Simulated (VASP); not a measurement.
# Ge in VASP: notebook

Runs on Ge. Level: PBE+D3(BJ). Tasks: single point.

All numbers are computed with VASP 6.6.1; they aren't measurements. Logs are shortened: lines on timing, memory, paths and dates and some standing lists are left out, and cuts for length are marked.

### 1 The cell of the first run

The cell holds a slab with vacuum, 2 atoms: a = 3.836 Å, b = 3.836 Å, c = 28.000 Å, α = 90.00°, β = 90.00°, γ = 120.00°.

### 2 Single point, PBE+D3(BJ)

INCAR reads:

```
ALGO     = Normal         # electronic algorithm
DIPOL    = 0.5 0.5 0.500
EDIFF    = 1E-7           # SCF threshold, eV
ENCUT    = 520            # plane-wave cutoff, eV
GGA      = PE             # functional
IDIPOL   = 3            
ISIF     = 2              # what is computed and relaxed
ISMEAR   = 0              # smearing method
IVDW     = 12             # dispersion correction
LASPH    = T              # aspherical terms in the spheres
LCHARG   = T              # write CHGCAR
LDIPOL   = T            
LELF     = T              # ELF
LREAL    = F              # projectors in reciprocal space
LVACPOTAV= T            
LVHAR    = T            
LWAVE    = F              # write WAVECAR
NBANDS   = 21             # bands
NELM     = 60             # most SCF steps
PREC     = Accurate       # precision mode
SIGMA    = 0.1            # smearing width, eV
```

KPOINTS reads:

```
k-points
0
Gamma
  12 12 1
```

POSCAR reads:

```
Ge
1.0
    3.8360000000      0.0000000000      0.0000000000
   -1.9180000000      3.3220734489      0.0000000000
    0.0000000000      0.0000000000     28.0000000000
Ge
2
Direct
    0.3333333333      0.6666666667      0.5026250000
    0.6666666667      0.3333333333      0.4973750000
```

Potentials or basis: VASP PAW PBE potentials, release 64 (Ge_d).

Started as:

```console
> cat potpaw_PBE.64/Ge_d/POTCAR > POTCAR
> mpirun -np 1 vasp_std > vasp.out
```

OUTCAR:

```text
EDIFF = 1E-7
   ENCUT = 520
   GGA = PE
   ISIF = 2
   ISMEAR = 0
   IVDW = 12
   LASPH = T
   LREAL = F
   NELM = 60
   PREC = Accurate
 IVDW          = 12

 ion  position               nearest neighbor table
   1  0.333  0.667  0.503-   2 2.22   2 2.22   2 2.22
   2  0.667  0.333  0.497-   1 2.22   1 2.22   1 2.22

  LATTYP: Found a hexagonal cell.
 ALAT       =     3.8360000000
 C/A-ratio  =     7.2992700730

  Lattice vectors:

 A1 = (   3.8360000000,   0.0000000000,   0.0000000000)
 A2 = (  -1.9180000000,   3.3220734489,   0.0000000000)
 A3 = (   0.0000000000,   0.0000000000,  28.0000000000)

Analysis of symmetry for initial positions (statically):
=====================================================================
 Subroutine PRICEL returns:
 Original cell was already a primitive cell.

 Routine SETGRP: Setting up the symmetry group for a
 hexagonal supercell.

 Subroutine GETGRP returns: Found 12 space group operations
 (whereof 12 operations were pure point group operations)
 out of a pool of 24 trial point group operations.

The static configuration has the point symmetry D_3d.

Analysis of symmetry for dynamics (positions and initial velocities):
=====================================================================
 Subroutine PRICEL returns:
 Original cell was already a primitive cell.

 Routine SETGRP: Setting up the symmetry group for a
 hexagonal supercell.

 Subroutine GETGRP returns: Found 12 space group operations
 (whereof 12 operations were pure point group operations)
 out of a pool of 24 trial point group operations.

The dynamic configuration has the point symmetry D_3d.

 Subroutine INISYM returns: Found 12 space group operations
 (whereof 12 operations are pure point group operations),
 and found     1 'primitive' translations

----------------------------------------------------------------------------------------

                                     Primitive cell

  volume of cell :     356.8173

  direct lattice vectors                    reciprocal lattice vectors
     3.836000000  0.000000000  0.000000000     0.260688217  0.150508412  0.000000000
    -1.918000000  3.322073449  0.000000000     0.000000000  0.301016824  0.000000000
     0.000000000  0.000000000 28.000000000     0.000000000  0.000000000  0.035714286

  length of vectors
     3.836000000  3.836000000 28.000000000     0.301016824  0.301016824  0.035714286

  position of ions in fractional coordinates (direct lattice)
     0.333333333  0.666666667  0.502625000
     0.666666667  0.333333333  0.497375000

  ion indices of the primitive-cell ions
   primitive index   ion index
                 1           1
                 2           2

----------------------------------------------------------------------------------------

 KPOINTS: k-points

Automatic generation of k-mesh.
 Grid dimensions read from file:
 generate k-points for:   12   12    1

 Generating k-lattice:

  Cartesian coordinates                     Fractional coordinates (reciprocal lattice)
     0.021724018  0.012542368  0.000000000     0.083333333  0.000000000  0.000000000
     0.000000000  0.025084735  0.000000000     0.000000000  0.083333333  0.000000000
     0.000000000  0.000000000  0.035714286     0.000000000  0.000000000  1.000000000

  Length of vectors
     0.025084735  0.025084735  0.035714286

  Shift w.r.t. Gamma in fractional coordinates (k-lattice)
     0.000000000  0.000000000  0.000000000

 Subroutine IBZKPT returns following result:
 ===========================================

 Found     19 irreducible k-points:

 Following reciprocal coordinates:
            Coordinates               Weight
  0.000000  0.000000  0.000000      1.000000
  0.083333 -0.000000  0.000000      6.000000
  0.166667  0.000000  0.000000      6.000000
  0.250000 -0.000000  0.000000      6.000000
  0.333333  0.000000  0.000000      6.000000
  0.416667 -0.000000  0.000000      6.000000
[... 11 lines left out ...]
  0.333333  0.250000  0.000000     12.000000
  0.333333  0.333333  0.000000      2.000000
   k-points           NKPTS =     19   k-points in BZ     NKDIM =     19   number of bands    NBANDS=     21
   number of dos      NEDOS =    301   number of ions     NIONS =      2
   total plane-waves  NPLWV = 189000
   dimension x,y,z NGX =    30 NGY =   30 NGZ =  210
   dimension x,y,z NGXF=    60 NGYF=   60 NGZF=  420
   ions per type =               2
   NGX,Y,Z   is equivalent  to a cutoff of  13.00, 13.00, 12.47 a.u.
   NGXF,Y,Z  is equivalent  to a cutoff of  26.00, 26.00, 24.94 a.u.
 SYSTEM =  unknown system
   PREC   = accura    normal or accurate (medium, high low for compatibility)
   ISTART =      0    job   : 0-new  1-cont  2-samecut
   ICHARG =      2    charge: 1-file 2-atom 10-const
   ISPIN  =      1    spin polarized calculation?
   LNONCOLLINEAR =      F non collinear calculations
   LSORBIT =      F    spin-orbit coupling
   LASPH  =      T    aspherical Exc in radial PAW
   ENCUT  =  520.0 eV  38.22 Ry    6.18 a.u.   7.13  7.13 52.06*2*pi/ulx,y,z
   NELM   =     60;   NELMIN=  2; NELMDL= -5     # of ELM steps
   EDIFF  = 0.1E-06   stopping-criterion for ELM
   LREAL  =      F    real-space projection
   EDIFFG = 0.1E-05   stopping-criterion for IOM
   NSW    =      0    number of steps for IOM
   IBRION =     -1    ionic relax: 0-MD 1-quasi-New 2-CG
   NFREE  =      0    steps in history (QN), initial steepest desc. (CG)
   ISIF   =      2    stress and relaxation
   ISYM   =      2    0-nonsym 1-usesym 2-fastsym
   POTIM  = 0.5000    time-step for ionic-motion
   TEBEG  =    0.0;   TEEND  =   0.0 temperature during run
   PSTRESS=    0.0 pullay stress
   NELECT =      28.0000    total number of electrons
   NUPDOWN=      -1.0000    fix difference up-down
   EMIN   =  10.00;   EMAX   =-10.00  energy-range for DOS
   EFERMI =   0.00;   METHOD = LEGACY
   ISMEAR =     0;   SIGMA  =   0.10  broadening in eV -4-tet -1-fermi 0-gaus
   EFERMI_NEDOS =   21; number of points for ismear=-14 and -15
   IALGO  =     38    algorithm
   IMIX   =      4    mixing-type and parameters
     AMIX     =   0.40;   BMIX     =  1.00
     AMIX_MAG =   1.60;   BMIX_MAG =  1.00
  volume/ion in A,a.u.               =     178.41      1203.96
  Fermi-wavevector in a.u.,A,eV,Ry     =   0.700883  1.324477  6.683686  0.491237
  Thomas-Fermi vector in A             =   1.785158
   LORBIT       =      0    0 simple, 1 ext, 2 COOP (PROOUT), +10 PAW based schemes
   GGA     = PE    functional components
   LHFCALC =     F    Hartree Fock is set to
   AEXX    =    0.0000 exact exchange contribution
   IVDW    =    12    specifies the selected vdW correction
   LEPSILON=     F    determine dielectric tensor
   LRPA    =     F    only Hartree local field effects (RPA)
 non-spin polarized calculation
 Gauss-broadening in eV      SIGMA  =   0.10
  energy-cutoff  :      520.00
  volume of cell :      356.82
 maximum number of plane-waves:      9687
 NGX is ok and might be reduce to    30
   NGX = 15   NGY = 15   NGZ =105

 dipolmoment           0.000000      0.000000      0.000000 electrons x Angstroem

 number of electron      27.9999985 magnetization

 dipolmoment           0.000000      0.000000     -0.000000 electrons x Angstroem

 Free energy of the ion-electron system (eV)
  ---------------------------------------------------
  ext. energy  EPLUGINS =         0.00000000
  ---------------------------------------------------
  free energy    TOTEN  =        -7.49264816 eV

  energy without entropy =       -7.49108096  energy(sigma->0) =       -7.49186456

 E-fermi :  -3.1110     XC(G=0):  -1.6618

 val. band max:       -3.1110308104   @ k =   0.3333   0.3333   0.0000
 cond. band min:      -3.1110306651   @ k =   0.3333   0.3333   0.0000
 fundamental gap:      0.0000001453
 Fermi energy:        -3.1110307378

 k-point     1 :       0.0000    0.0000    0.0000
  band No.  band energies     occupation
      1     -28.4062      2.00000
      2     -28.3522      2.00000
      3     -28.3522      2.00000
      4     -28.2902      2.00000
      5     -28.2902      2.00000
      6     -28.0890      2.00000
[... 13 lines left out ...]
     20       1.2311      0.00000
     21       1.6618      0.00000

 k-point     2 :       0.0833   -0.0000    0.0000
  band No.  band energies     occupation
      1     -28.4088      2.00000
      2     -28.3726      2.00000
      3     -28.3681      2.00000
      4     -28.2878      2.00000
      5     -28.2835      2.00000
      6     -28.0781      2.00000
[... 13 lines left out ...]
     20       1.3254      0.00000
     21       1.7556      0.00000

 k-point     3 :       0.1667    0.0000    0.0000
  band No.  band energies     occupation
      1     -28.4297      2.00000
      2     -28.4138      2.00000
      3     -28.3855      2.00000
      4     -28.2885      2.00000
      5     -28.2701      2.00000
      6     -28.0690      2.00000
[... 13 lines left out ...]
     20       1.8518      0.00000
     21       1.9153      0.00000
[... 337 lines left out ...]
 k-point    18 :       0.3333    0.2500    0.0000
  band No.  band energies     occupation
      1     -28.6063      2.00000
      2     -28.4333      2.00000
      3     -28.3983      2.00000
      4     -28.3159      2.00000
      5     -28.1854      2.00000
      6     -28.1391      2.00000
[... 13 lines left out ...]
     20       4.4773      0.00000
     21       4.6184      0.00000

 k-point    19 :       0.3333    0.3333    0.0000
  band No.  band energies     occupation
      1     -28.6151      2.00000
      2     -28.4135      2.00000
      3     -28.4135      2.00000
      4     -28.3182      2.00000
      5     -28.1619      2.00000
      6     -28.1619      2.00000
[... 13 lines left out ...]
     20       4.3002      0.00000
     21       4.3003      0.00000

------------------------ aborting loop because EDIFF is reached ----------------------------------------

 vacuum level on the upper side and lower side of the slab       (xc-potential included)        -0.074        -0.074

 Edisp (eV)   -0.33975

 E8    (eV) :    -0.1627

  FORCE on cell =-STRESS in cart. coord.  units (eV):
  Direction    XX          YY          ZZ          XY          YZ          ZX
  --------------------------------------------------------------------------------------
  -------------------------------------------------------------------------------------
  Total       5.67940     5.67940     0.05532    -0.00000     0.00000     0.00000
  in kB      25.50159    25.50159     0.24842    -0.00000     0.00000     0.00000
  external pressure =       17.08 kB  Pullay stress =        0.00 kB

 VOLUME and BASIS-vectors are now :
 -----------------------------------------------------------------------------
  energy-cutoff  :      520.00
  volume of cell :      356.82
      direct lattice vectors                 reciprocal lattice vectors
     3.836000000  0.000000000  0.000000000     0.260688217  0.150508412  0.000000000
    -1.918000000  3.322073449  0.000000000     0.000000000  0.301016824  0.000000000
     0.000000000  0.000000000 28.000000000     0.000000000  0.000000000  0.035714286

 POSITION                                       TOTAL-FORCE (eV/Angst)
 -----------------------------------------------------------------------------------
     -0.00000      2.21472     14.07350        -0.000000      0.000000      0.480242
      1.91800      1.10736     13.92650         0.000000     -0.000000     -0.480242
 -----------------------------------------------------------------------------------
    total drift:                                0.000000      0.000000     -0.000000

  FREE ENERGIE OF THE ION-ELECTRON SYSTEM (eV)
  ---------------------------------------------------
  free  energy   TOTEN  =        -7.8323940988 eV

  energy  without entropy=       -7.8308269055  energy(sigma->0) =       -7.83161050

 vacuum level on the upper side and lower side of the slab         1.183         1.183
```

Run time: 2.4 min. Hardware: 1 thread of Intel Xeon 6975P-C (Granite Rapids), shared host; peak memory 0.48 GiB.

What came out:

* Free energy: -7.8324 eV
* Largest force: 0.480 eV/Å
* Band gap on the k mesh: zero (filled and empty bands touch)
* Dispersion energy per atom: -0.170 eV
* Work function of the upper face: 4.29 eV
* Work function of the lower face: 4.29 eV

Forces on the atoms (eV/Å):
```
Ge   0.000  0.000  0.480
Ge   0.000  0.000 -0.480
```

### 3 Single point, PBE+D3(BJ)

INCAR reads:

```
PREC = Accurate ; ENCUT = 520
EDIFF = 1E-6 ; ISMEAR = 0
SIGMA = 0.1 ; LREAL = False
LASPH = True ; NELM = 60
ALGO = Normal ; ISIF = 2
LWAVE = False ; LCHARG = False
LDIPOL = True ; IDIPOL = 3
DIPOL = 0.5 0.5 0.500 ; GGA = PE
IVDW = 12 ; NBANDS = 21
```

KPOINTS reads:

```
Automatic mesh
0
Gamma
  12 12 1
```

POSCAR reads:

```
Ge
1.0
    3.8360000000      0.0000000000      0.0000000000
   -1.9180000000      3.3220734489      0.0000000000
    0.0000000000      0.0000000000     28.0000000000
Ge
2
Direct
    0.3333333333      0.6666666667      0.5078571429
    0.6666666667      0.3333333333      0.4921428571
```

Potentials or basis: VASP PAW PBE potentials, release 64 (Ge_d).

Started as:

```console
> cat potpaw_PBE.64/Ge_d/POTCAR > POTCAR
> mpirun -np 1 vasp_std > vasp.out
```

It took 2.5 min on 1 thread of Intel Xeon 6975P-C (Granite Rapids), shared host; peak memory 0.48 GiB.

Results (log left out):

```yaml
Free_energy: -8.0590 eV
Largest_force: 0.904 eV/Å
Band_gap_on_the_k_mesh: zero (filled and empty bands touch)
Dispersion_energy_per_atom: -0.170 eV
```

Forces in eV/Å, atoms in the order of the input:
```
Ge   0.000  0.000  0.904
Ge   0.000  0.000 -0.904
```

Levels at points of the mesh, in eV from the Fermi level:
```csv
k point,band 11,band 12,band 13,band 14,band 15,band 16,band 17,band 18
"(0.00, 0.00, 0.00)",-12.55,-3.59,-0.93,-0.93,0.98,2.59,3.92,3.92
"(0.50, 0.00, 0.00)",-10.15,-8.24,-2.78,-1.20,0.78,1.36,5.85,6.47
```
